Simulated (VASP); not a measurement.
**Cu: relaxation of cell and atoms with r2SCAN**

Crystal: Cu.

```
Cu
1.0
     0.00000    2.48500    2.48500
     2.48500    0.00000    2.48500
     2.48500    2.48500    0.00000
Cu
2
Direct
  0.00000 0.00000 0.00000
  0.25000 0.25000 0.25000
```

This isn't the form of Cu at room conditions, which is fcc.

```json
{"Program": "VASP 6.6.1", "Task": "relaxation of cell and atoms", "Functional": "r2SCAN", "Potentials or basis": "VASP PAW PBE potentials, release 64 (Cu)", "Cutoff": "660 eV", "k mesh": "9 × 9 × 9", "Occupations": "fermi-dirac, width 0.1 eV", "Spin": "no spin polarisation", "Target pressure": "15 GPa", "Dipole correction": "no", "Further INCAR settings": "ALGO = Normal; EDIFF = 1e-07; IBRION = 2; EDIFFG = -0.03; NSW = 80; ISIF = 3"}
```

```yaml
Relaxed_volume: 15.53 Å³/atom
Relaxed_cell: a = 3.528 Å, b = 3.528 Å, c = 3.528 Å, α = 60.00°, β = 60.00°, γ = 60.00°
Space_group_after_relaxing_to_0.1_Å: Fd-3m (No. 227)
Energy_change_on_relaxing_the_run_minimises_the_enthalpy: -17.8 meV/atom
Ionic_steps: 3
Pressure_after_relaxing: 14.9 GPa
Band_gap_on_the_k_mesh: zero (bands 11 and 12 overlap by 0.82 eV)
```

The path:
```tsv
step	energy change (eV)	largest force (eV/Å)	pressure (GPa)	volume (Å³)
1	0.0000	0.0000	16.48	30.69
2	-0.0601	0.0000	13.68	31.33
3	-0.0357	0.0000	14.91	31.05
```

Final structure:
```yaml
crystal:
  lattice:
    - [0.00000, 2.49476, 2.49476]
    - [2.49476, 0.00000, 2.49476]
    - [2.49476, 2.49476, 0.00000]
  atoms:
    - { symbol: Cu, position: [0.00000, 0.00000, 0.00000] }
    - { symbol: Cu, position: [0.25000, 0.25000, 0.25000] }
```

Levels at points of the mesh, in eV from the Fermi level:
| k point | band 8 | band 9 | band 10 | band 11 | band 12 | band 13 | band 14 | band 15 |
| --- | --- | --- | --- | --- | --- | --- | --- | --- |
| (0.00, 0.00, 0.00) | -2.41 | -2.41 | -1.52 | -1.52 | 11.76 | 11.76 | 11.76 | 12.40 |

Wall time 6.2 min on 1 thread of Intel(R) Xeon(R) Platinum 8259CL CPU @ 2.50GHz (Skylake/Cascade Lake), on a shared host, peak memory 0.19 GiB.

Caveat: the cell is relaxed towards a set pressure, so the run minimises the enthalpy, not the energy; the PAW data sets were made with another functional, which shifts forces and pressure a little.
